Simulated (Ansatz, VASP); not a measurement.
# One calculation of InSe, two programs

```xyz
8
Lattice="5.8589 0.0000 0.0000 0.0000 5.8589 0.0000 0.0000 0.0000 5.8589" Properties=species:S:1:pos:R:3 pbc="T T T"
In    1.4660    1.4660    1.4660
In    1.4635    4.3929    4.3955
In    4.3955    1.4635    4.3929
In    4.3929    4.3955    1.4635
Se    4.3945    4.3945    4.3945
Se    4.3939    1.4644    1.4650
Se    1.4650    4.3939    1.4644
Se    1.4644    1.4650    4.3939
```

Alike in both runs: functional r2SCAN; k mesh 6 × 6 × 6; occupations gaussian, width 0.1 eV; no spin polarisation.

Ansatz relaxed the structure, and its values are those at the end. VASP's run is a single point on that final structure, the one shown.

|  | VASP | Ansatz |
| --- | --- | --- |
| version | VASP 6.6.1 | Ansatz 0.2.0 |
| potentials or method | VASP PAW PBE potentials, release 64 (In_d, Se), cutoff 520 eV | scalar-relativistic, plane waves, PAW |
| valence electrons in the cell | 76 | 116 |

|  | VASP | Ansatz | Ansatz less VASP |
| --- | --- | --- | --- |
| gap on the k mesh at the Fermi level (eV) | none | none | - |
| pressure (GPa) | 0.0 | 0.0 | -0.05 |

VASP's potentials were made for PBE, not for r2SCAN. A gap of «none» marks a metal or a gap that the smearing closes. VASP's potentials hold 76 valence electrons a cell and Ansatz's 116, so a difference there can come from the potentials and not from the codes.
